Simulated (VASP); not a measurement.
# Al (P6_3/mmc) in VASP: notebook, part 2 of 2

VASP 6.6.1.

## Step 3: Single point, PBE+D3(BJ)

This run uses another cell than the first one, of 14.21 Å³/atom.

File INCAR:

```
SYSTEM = Al
ALGO = Normal
EDIFF = 1E-6
ENCUT = 520
GGA = PE
ISIF = 2
ISMEAR = 0
IVDW = 12
LASPH = .True.
LCHARG = .True.
LELF = .True.
LREAL = .False.
LVHAR = .True.
LWAVE = .False.
NBANDS = 10
NELM = 80
PREC = Accurate
SIGMA = 0.1
```

File KPOINTS:

```
k-points
0
Gamma
  18 18 10
  0 0 0
```

File POSCAR:

```
Al
1.0
    2.7228611446      0.0000000000      0.0000000000
   -1.3614305723      2.3580669222      0.0000000000
    0.0000000000      0.0000000000      4.4254542297
Al
2
Direct
    0.6666666667      0.3333333333      0.7500000000
    0.3333333333      0.6666666667      0.2500000000
```

Potentials or basis: VASP PAW PBE potentials, release 64 (Al).

Launch:

```console
$ cat potpaw_PBE.64/Al/POTCAR > POTCAR
$ mpirun -np 1 vasp_std > vasp.out
```

OUTCAR:

```text
SYSTEM = Al
   EDIFF = 1E-6
   ENCUT = 520
   GGA = PE
   ISIF = 2
   ISMEAR = 0
   IVDW = 12
   LASPH = .True.
   LREAL = .False.
   NELM = 80
   PREC = Accurate
 IVDW          = 12

 ion  position               nearest neighbor table
   1  0.667  0.333  0.750-   2 2.71   2 2.71   2 2.71   2 2.71   2 2.71   2 2.71
   2  0.333  0.667  0.250-   1 2.71   1 2.71   1 2.71   1 2.71   1 2.71   1 2.71

  LATTYP: Found a hexagonal cell.
 ALAT       =     2.7228611446
 C/A-ratio  =     1.6252955971

  Lattice vectors:

 A1 = (   2.7228611446,   0.0000000000,   0.0000000000)
 A2 = (  -1.3614305723,   2.3580669222,   0.0000000000)
 A3 = (   0.0000000000,   0.0000000000,   4.4254542297)

Analysis of symmetry for initial positions (statically):
=====================================================================
 Subroutine PRICEL returns:
 Original cell was already a primitive cell.

 Routine SETGRP: Setting up the symmetry group for a
 hexagonal supercell.

 Subroutine GETGRP returns: Found 24 space group operations
 (whereof 12 operations were pure point group operations)
 out of a pool of 24 trial point group operations.

The static configuration has the point symmetry D_3d.
[... 172 lines left out ...]
      1      -2.5590      2.00000
      2       4.4803      2.00000
      3       5.1155      2.00000
      4      21.4231      0.00000
      5      21.4231      0.00000
      6      21.4317      0.00000
      7      21.4317      0.00000
      8      22.6049      0.00000
      9      25.1682      0.00000
     10      26.1931      0.00000
[... 287 lines left out ...]
 k-point    24 :       0.3889    0.1111    0.0000
  band No.  band energies     occupation
      1       2.8134      2.00000
      2       5.5640      2.00000
      3       9.5028      1.97917
      4      10.3114      0.00000
      5      12.0889      0.00000
      6      12.3181      0.00000
      7      14.4154      0.00000
      8      19.1648      0.00000
      9      20.2117      0.00000
     10      21.1858      0.00000

 [... further k-points ...]

------------------------ aborting loop because EDIFF is reached ----------------------------------------

 Edisp (eV)   -0.78599

 E8    (eV) :    -0.3523

  FORCE on cell =-STRESS in cart. coord.  units (eV):
  Direction    XX          YY          ZZ          XY          YZ          ZX
  --------------------------------------------------------------------------------------
  -------------------------------------------------------------------------------------
  Total       2.12692     2.12692     2.11948     0.00000     0.00000     0.00000
  in kB     119.92860   119.92860   119.50897     0.00000     0.00000     0.00000
  external pressure =      119.79 kB  Pullay stress =        0.00 kB

 VOLUME and BASIS-vectors are now :
 -----------------------------------------------------------------------------
  energy-cutoff  :      520.00
  volume of cell :       28.41
      direct lattice vectors                 reciprocal lattice vectors
     2.722861145  0.000000000  0.000000000     0.367260740  0.212038087  0.000000000
    -1.361430572  2.358066922  0.000000000     0.000000000  0.424076175  0.000000000
     0.000000000  0.000000000  4.425454230     0.000000000  0.000000000  0.225965505

 POSITION                                       TOTAL-FORCE (eV/Angst)
 -----------------------------------------------------------------------------------
      1.36143      0.78602      3.31909         0.000000     -0.000000      0.000000
     -0.00000      1.57204      1.10636         0.000000      0.000000      0.000000
 -----------------------------------------------------------------------------------
    total drift:                                0.000000     -0.000000     -0.000000

  FREE ENERGIE OF THE ION-ELECTRON SYSTEM (eV)
  ---------------------------------------------------
  free  energy   TOTEN  =        -7.9926848689 eV

  energy  without entropy=       -7.9883179133  energy(sigma->0) =       -7.99050139
```

Run time: 58 s. Hardware: 1 thread of Intel Xeon Platinum 8175M at 2.50GHz (Skylake/Cascade Lake), shared host; peak memory 0.18 GiB.

Results:

| Item | Value |
| --- | --- |
| Free energy | -7.9927 eV |
| Pressure | 12.0 GPa |
| Band gap on the k mesh | zero (bands 3 and 4 overlap by 7.92 eV) |
| Dispersion energy per atom | -0.393 eV |

Levels at points of the mesh, in eV from the Fermi level:
```csv
k point,band 1,band 2,band 3,band 4,band 5,band 6
"(0.00, 0.00, 0.00)",-12.23,-5.19,-4.55,11.76,11.76,11.77
"(0.50, 0.00, 0.00)",-5.77,-5.76,0.59,1.30,1.47,2.11
"(0.00, 0.00, 0.50)",-10.35,-10.35,3.84,3.84,12.67,12.67
"(0.50, 0.00, 0.50)",-4.43,-4.43,-3.42,-3.42,7.83,7.83
```

Caveat: the cell stands under pressure.

## Step 4: Single point, PBE+D3(BJ)

This run uses another cell than the first one, of 15.23 Å³/atom.

File INCAR:

```
ALGO = Fast
EDIFF = 1E-6
ENCUT = 520
GGA = PE
ISIF = 2
ISMEAR = 0
IVDW = 12
LASPH = True
LCHARG = False
LREAL = False
LWAVE = False
NBANDS = 10
NELM = 100
PREC = Accurate
SIGMA = 0.1
```

File KPOINTS:

```
k-points
0
Gamma
  18 18 10
```

File POSCAR:

```
Al
1.0
    2.7632197567      0.0000000000      0.0000000000
   -1.3816098783      2.3930185056      0.0000000000
    0.0000000000      0.0000000000      4.6072441799
Al
2
Direct
    0.6666666667      0.3333333333      0.7500000000
    0.3333333333      0.6666666667      0.2500000000
```

Launch:

```console
$ cat potpaw_PBE.64/Al/POTCAR > POTCAR
$ mpirun -np 1 vasp_std > vasp.out
```

Run time: 61 s. Hardware: 1 thread of Intel Xeon Platinum 8175M at 2.50GHz (Skylake/Cascade Lake), shared host; peak memory 0.19 GiB.

Results (log left out):

```
Free energy                : -8.0912 eV
Pressure                   : 4.0 GPa
Band gap on the k mesh     : zero (bands 3 and 4 overlap by 7.38 eV)
Dispersion energy per atom : -0.365 eV
```

Levels at points of the mesh, in eV from the Fermi level:
```tsv
k point	band 1	band 2	band 3	band 4	band 5	band 6	band 7	band 8
(0.00, 0.00, 0.00)	-11.70	-5.03	-4.76	11.61	11.61	11.71	11.71	12.23
(0.50, 0.00, 0.00)	-5.44	-5.38	0.59	1.09	1.37	1.82	6.25	8.07
(0.00, 0.00, 0.50)	-9.97	-9.97	3.21	3.21	12.59	12.59	12.59	12.59
(0.50, 0.00, 0.50)	-4.14	-4.14	-3.26	-3.26	7.72	7.72	7.73	7.73
```

Caveat: the cell stands under pressure.

## Step 5: Summary

```tsv
cell	k mesh	gap on the mesh (eV)	pressure (GPa)
a = 2.445, b = 2.445, c = 3.980 Å, angles 90.0, 90.0, 120.0°, 2 atoms	21 × 21 × 10	none	90.2
a = 2.723, b = 2.723, c = 4.425 Å, angles 90.0, 90.0, 120.0°, 2 atoms	18 × 18 × 10	none	12.0
a = 2.763, b = 2.763, c = 4.607 Å, angles 90.0, 90.0, 120.0°, 2 atoms	18 × 18 × 10	none	4.0
```

Alike in all rows: task single point; level PBE+D3(BJ); potentials or basis VASP PAW PBE potentials, release 64 (Al); no spin polarisation; cutoff (eV) 520; smearing gaussian 0.1 eV.

Caveats: the cell stands under pressure.

Total energies depend on the potentials used, so only differences within one code and one set of settings carry meaning.
